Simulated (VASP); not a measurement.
# GeW (Fm-3m) in VASP: settings compared, part 3 of 3

VASP 6.6.1.

## 5. Single point, PBE

Contents of INCAR:

```
ALGO = Normal
EDIFF = 1E-7
ENCUT = 520
GGA = PE
ISIF = 2
ISMEAR = -1
LASPH = True
LCHARG = False
LREAL = False
LWAVE = False
NBANDS = 21
NELM = 100
PREC = Accurate
SIGMA = 0.05
```

Contents of KPOINTS:

```
k-points
0
Gamma
  5 5 5
```

Contents of POSCAR:

```
GeW
1.0
    0.0000000000      2.5776100000      2.5776100000
    2.5776100000      0.0000000000      2.5776100000
    2.5776100000      2.5776100000      0.0000000000
Ge W
1 1
Direct
    0.5000000000      0.5000000000      0.5000000000
    0.0000000000      0.0000000000      0.0000000000
```

Potentials or basis: VASP PAW PBE potentials, release 64 (Ge_d, W_sv).

Launch:

```
$ cat potpaw_PBE.64/Ge_d/POTCAR potpaw_PBE.64/W_sv/POTCAR > POTCAR
$ mpirun -np 1 vasp_std > vasp.out
```

OUTCAR:

```text
EDIFF = 1E-7
   ENCUT = 520
   GGA = PE
   ISIF = 2
   ISMEAR = -1
   LASPH = True
   LREAL = False
   NELM = 100
   PREC = Accurate

 ion  position               nearest neighbor table
   1  0.500  0.500  0.500-   2 2.58   2 2.58   2 2.58   2 2.58   2 2.58   2 2.58
   2  0.000  0.000  0.000-   1 2.58   1 2.58   1 2.58   1 2.58   1 2.58   1 2.58

  LATTYP: Found a face centered cubic cell.
 ALAT       =     5.1552200000

  Lattice vectors:

 A1 = (   0.0000000000,   2.5776100000,   2.5776100000)
 A2 = (   2.5776100000,   0.0000000000,   2.5776100000)
 A3 = (   2.5776100000,   2.5776100000,   0.0000000000)

Analysis of symmetry for initial positions (statically):
=====================================================================
 Subroutine PRICEL returns:
 Original cell was already a primitive cell.

 Routine SETGRP: Setting up the symmetry group for a
 face centered cubic supercell.

 Subroutine GETGRP returns: Found 48 space group operations
 (whereof 48 operations were pure point group operations)
 out of a pool of 48 trial point group operations.

The static configuration has the point symmetry O_h .

Analysis of symmetry for dynamics (positions and initial velocities):
=====================================================================
 Subroutine PRICEL returns:
 Original cell was already a primitive cell.

 Routine SETGRP: Setting up the symmetry group for a
 face centered cubic supercell.

 Subroutine GETGRP returns: Found 48 space group operations
 (whereof 48 operations were pure point group operations)
 out of a pool of 48 trial point group operations.

The dynamic configuration has the point symmetry O_h .

 Subroutine INISYM returns: Found 48 space group operations
 (whereof 48 operations are pure point group operations),
 and found     1 'primitive' translations

[... 91 lines left out ...]
   NUPDOWN=      -1.0000    fix difference up-down
   EMIN   =  10.00;   EMAX   =-10.00  energy-range for DOS
   EFERMI =   0.00;   METHOD = LEGACY
   ISMEAR =    -1;   SIGMA  =   0.05  broadening in eV -4-tet -1-fermi 0-gaus
   EFERMI_NEDOS =   21; number of points for ismear=-14 and -15
   IALGO  =     38    algorithm
   IMIX   =      4    mixing-type and parameters
     AMIX     =   0.40;   BMIX     =  1.00
     AMIX_MAG =   1.60;   BMIX_MAG =  1.00
  volume/ion in A,a.u.               =      17.13       115.57
  Fermi-wavevector in a.u.,A,eV,Ry     =   1.530736  2.892672 31.880529  2.343153
  Thomas-Fermi vector in A             =   2.638178
   LORBIT       =      0    0 simple, 1 ext, 2 COOP (PROOUT), +10 PAW based schemes
   GGA     = PE    functional components
   LHFCALC =     F    Hartree Fock is set to
   AEXX    =    0.0000 exact exchange contribution
   IVDW    =     0    specifies the selected vdW correction
   LEPSILON=     F    determine dielectric tensor
   LRPA    =     F    only Hartree local field effects (RPA)
 non-spin polarized calculation
  energy-cutoff  :      520.00
  volume of cell :       34.25
 maximum number of plane-waves:       941
   NGX = 13   NGY = 13   NGZ = 13

 number of electron      27.9999991 magnetization

 Free energy of the ion-electron system (eV)
  ---------------------------------------------------
  ext. energy  EPLUGINS =         0.00000000
  ---------------------------------------------------
  free energy    TOTEN  =       -15.67373590 eV

  energy without entropy =      -15.63644558  energy(sigma->0) =      -15.65509074

 E-fermi :   9.3155     XC(G=0): -12.4146

 val. band max:        9.2355631480   @ k =  -0.4000   0.4000   0.2000
 cond. band min:       9.3250904586   @ k =   0.4000   0.0000   0.0000
 fundamental gap:      0.0895273107
 Fermi energy:         9.3154744490

 k-point     1 :       0.0000    0.0000    0.0000
  band No.  band energies     occupation
      1     -65.3872      2.00000
      2     -29.5807      2.00000
      3     -29.5807      2.00000
      4     -29.5807      2.00000
      5     -15.3955      2.00000
      6     -15.3955      2.00000
[... 229 lines left out ...]
     20      19.6820      0.00000
     21      19.7184      0.00000

------------------------ aborting loop because EDIFF is reached ----------------------------------------

  FORCE on cell =-STRESS in cart. coord.  units (eV):
  Direction    XX          YY          ZZ          XY          YZ          ZX
  --------------------------------------------------------------------------------------
  -------------------------------------------------------------------------------------
  Total        0.1575708      0.1575708      0.1575708      0.0000000      0.0000000      0.0000000
  in kB        7.3706323      7.3706323      7.3706323      0.0000000      0.0000000      0.0000000
  external PRESSURE =       7.3706323 kB  Pullay stress =       0.0000000 kB

 VOLUME and BASIS-vectors are now :
 -----------------------------------------------------------------------------
  energy-cutoff  :      520.00
  volume of cell :       34.25
      direct lattice vectors                 reciprocal lattice vectors
     0.000000000  2.577610000  2.577610000    -0.193978143  0.193978143  0.193978143
     2.577610000  0.000000000  2.577610000     0.193978143 -0.193978143  0.193978143
     2.577610000  2.577610000  0.000000000     0.193978143  0.193978143 -0.193978143

 POSITION                                       TOTAL-FORCE (eV/Angst)
 -----------------------------------------------------------------------------------
      2.57761      2.57761      2.57761         0.000000      0.000000      0.000000
      0.00000      0.00000      0.00000        -0.000000     -0.000000     -0.000000
 -----------------------------------------------------------------------------------
    total drift:                                0.000000      0.000000      0.000000

  FREE ENERGIE OF THE ION-ELECTRON SYSTEM (eV)
  ---------------------------------------------------
  free  energy   TOTEN  =       -15.6737358989 eV

  energy  without entropy=      -15.6364455830  energy(sigma->0) =      -15.65509074
```

OSZICAR:

```text
N       E                     dE             d eps       ncg     rms          rms(c)
DAV:   1     0.209609933886E+03    0.20961E+03   -0.14155E+04   526   0.299E+03
DAV:   2     0.188051776367E+01   -0.20773E+03   -0.20126E+03   440   0.594E+02
DAV:   3    -0.163364529743E+02   -0.18217E+02   -0.17975E+02   495   0.117E+02
DAV:   4    -0.166882610745E+02   -0.35181E+00   -0.35160E+00   445   0.173E+01
DAV:   5    -0.166930889859E+02   -0.48279E-02   -0.48277E-02   490   0.237E+00    0.170E+01
DAV:   6    -0.157080850481E+02    0.98500E+00   -0.24968E+00   524   0.127E+01    0.432E+00
DAV:   7    -0.156826322391E+02    0.25453E-01   -0.76275E-02   554   0.387E+00    0.236E+00
DAV:   8    -0.156743309640E+02    0.83013E-02   -0.19030E-02   539   0.197E+00    0.180E-01
DAV:   9    -0.156737269275E+02    0.60404E-03   -0.28610E-03   485   0.936E-01    0.820E-02
DAV:  10    -0.156737376661E+02   -0.10739E-04   -0.99158E-05   497   0.104E-01    0.384E-02
DAV:  11    -0.156737359465E+02    0.17197E-05   -0.11897E-05   501   0.347E-02    0.662E-03
DAV:  12    -0.156737359488E+02   -0.23028E-08   -0.16560E-06   465   0.127E-02    0.161E-03
DAV:  13    -0.156737358989E+02    0.49866E-07   -0.54022E-08   295   0.214E-03
   1 F= -.15673736E+02 E0= -.15655091E+02  d E =-.372903E-01
```

Wall time 8.8 s (1 thread of Intel Xeon Platinum 8375C at 2.90GHz (Ice Lake), shared host); peak memory 0.15 GiB.

What came out:

```yaml
Free_energy: -15.6737 eV
Pressure: 0.7 GPa
Band_gap_on_the_k_mesh: zero (band 14 reaches 9.39 eV, above the bottom of band 15 at 8.17 eV)
```

Caveat: the k points lie up to 0.42 Å⁻¹ apart; spin-orbit coupling is left out, which moves the levels of the heavy elements.

## 6. Single point, RPBE+D3(BJ)

This run uses another cell than the first one, of 14.56 Å³/atom, 0.850 times its volume.

Contents of INCAR:

```
ALGO = Normal ; EDIFF = 1E-6
ENCUT = 520 ; GGA = RP
ISIF = 2 ; ISMEAR = -1
IVDW = 12 ; LASPH = True
LCHARG = False ; LREAL = False
LWAVE = False ; NBANDS = 21
NELM = 60 ; PREC = Accurate
SIGMA = 0.05
```

Contents of KPOINTS:

```
k-points
0
Gamma
  9 9 9
```

Contents of POSCAR:

```
GeW
1.0
    0.0000000000      2.4420644456      2.4420644456
    2.4420644456      0.0000000000      2.4420644456
    2.4420644456      2.4420644456      0.0000000000
Ge W
1 1
Direct
    0.5000000000      0.5000000000      0.5000000000
    0.0000000000      0.0000000000      0.0000000000
```

Potentials or basis: VASP PAW PBE potentials, release 64 (Ge_d, W_sv).

Launch:

```
$ cat potpaw_PBE.64/Ge_d/POTCAR potpaw_PBE.64/W_sv/POTCAR > POTCAR
$ mpirun -np 1 vasp_std > vasp.out
```

Wall time 16 s (1 thread of AMD EPYC 9R45 (Zen 5), shared host); peak memory 0.14 GiB.

Results (log left out):

```
Free energy                : -21.2146 eV
Pressure                   : 0.6 GPa
Band gap on the k mesh     : zero (band 14 reaches 12.05 eV, above the bottom of band 15 at 9.93 eV)
Dispersion energy per atom : -3.565 eV
```

Levels at points of the mesh, in eV from the Fermi level:
```csv
k point,band 10,band 11,band 12,band 13,band 14,band 15,band 16,band 17,band 18,band 19
"(0.00, 0.00, 0.00)",-13.60,-2.08,-2.08,-2.08,-1.04,-1.04,2.82,2.82,2.82,7.95
```

Caveat: the PAW data sets were made with another functional, which shifts forces and pressure a little; spin-orbit coupling is left out, which moves the levels of the heavy elements; pairwise dispersion overbinds metals, which lowers pressure and volume.

## 7. Overview

```csv
level,U,cell,k mesh,gap on the mesh (eV),pressure (GPa)
PBE+U,W d U = 3.0 eV,"a = 3.646 Å, angles 60.0°, 2 atoms",9 × 9 × 9,none,2.9
PBE+U,W d U = 4.0 eV,"a = 3.646 Å, angles 60.0°, 2 atoms",9 × 9 × 9,none,3.8
PBE+U,W d U = 5.0 eV,"a = 3.646 Å, angles 60.0°, 2 atoms",9 × 9 × 9,none,4.8
PBE,-,"a = 3.645 Å, angles 60.0°, 2 atoms",5 × 5 × 5,none,0.7
RPBE+D3(BJ),-,"a = 3.454 Å, angles 60.0°, 2 atoms",9 × 9 × 9,none,0.6
```

Alike in all rows: task single point; potentials or basis VASP PAW PBE potentials, release 64 (Ge_d, W_sv); no spin polarisation; cutoff (eV) 520; smearing fermi-dirac 0.05 eV.

Caveats: some runs use coarse meshes; spin-orbit coupling is left out, which moves the levels of the heavy elements; U without spin polarisation on a metal has little footing (some runs); the U is typed as a test and isn't derived for this compound (some runs); the PAW data sets were made with another functional, which shifts forces and pressure a little (some runs); pairwise dispersion overbinds metals, which lowers pressure and volume (some runs).

Total energies depend on the potentials used, so only differences within one code and one set of settings carry meaning.
